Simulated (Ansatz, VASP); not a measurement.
## One calculation of AlN, two programs

POSCAR

```
AlN
1.0
    3.1377606977      0.0000000000      0.0000000000
   -1.5688803489      2.7173804752      0.0000000000
    0.0000000000      0.0000000000      5.0283774674
Al N
2 2
Direct
    0.3333333333      0.6666666667     -0.0032059052
    0.6666666667      0.3333333333      0.4967940948
    0.3333333333      0.6666666667      0.3782059052
    0.6666666667      0.3333333333      0.8782059052
```

The input INCAR.step1:

```
PREC = Accurate
ENCUT = 520
ISMEAR = 0
SIGMA = 0.01
LREAL = False
LASPH = True
NELM = 80
NBANDS = 16
GGA = PE
ALGO = Normal
EDIFF = 1E-4
LWAVE = True
LCHARG = False
```

INCAR.step2

```
PREC = Accurate
ENCUT = 520
EDIFF = 1E-7
ISMEAR = 0
SIGMA = 0.01
LREAL = False
LASPH = True
NELM = 80
ALGO = Normal
ISIF = 2
LWAVE = False
LCHARG = False
METAGGA = R2SCAN
LMIXTAU = True
NBANDS = 16
ISTART = 1
```

The input KPOINTS:

```
regular mesh
0
Gamma
  12 12 6
```

Input for Ansatz:

```yaml
crystal:
  lattice:
    - [3.1377606977, 0.0, 0.0]
    - [-1.5688803489, 2.7173804752, 0.0]
    - [0.0, 0.0, 5.0283774674]
  atoms:
    - { symbol: Al, position: [0.3333333333, 0.6666666667, -0.0032059052] }
    - { symbol: Al, position: [0.6666666667, 0.3333333333, 0.4967940948] }
    - { symbol: "N", position: [0.3333333333, 0.6666666667, 0.3782059052] }
    - { symbol: "N", position: [0.6666666667, 0.3333333333, 0.8782059052] }
kpoints:
  mp_grid: { grid: [12, 12, 6] }
  band_path:
    path:
      - [0.0, 0.0, 0.0]
      - [0.5, 0.0, 0.0]
      - [0.3333333333, 0.3333333333, 0.0]
      - [0.0, 0.0, 0.5]
      - [0.5, 0.0, 0.5]
      - [0.3333333333, 0.3333333333, 0.5]
    npoints: 1
hamiltonian:
  xc: r2scan
scf:
  occupations: { method: fixed }
  n_extra_bands: 5
output:
  forces: true
  stress: true
  eigenvalues: true
```

Change from the starting cell: hydrostatic strain +1.0%.

Alike in both runs: task single point; functional r2SCAN; k mesh 12 × 12 × 6; no spin polarisation.

|  | VASP | Ansatz |
| --- | --- | --- |
| version | VASP 6.6.1 | Ansatz 0.2.0 |
| potentials or method | VASP PAW PBE potentials, release 64 (Al, N) | plane waves, PAW |
| plane-wave cutoff (eV) | 520 | 500 |
| occupations | gaussian, width 0.01 eV | fixed |
| valence electrons in the cell | 16 | 16 |

|  | VASP | Ansatz | Ansatz less VASP |
| --- | --- | --- | --- |
| gap on the k mesh at the Fermi level (eV) | 4.65 | 4.61 | -0.038 |
| pressure (GPa) | -6.3 | -5.9 | +0.40 |
| traceless stress, the component that is largest in VASP (GPa) | 0.35 | 0.34 | -0.012 |

VASP's potentials were made for PBE, not for r2SCAN.
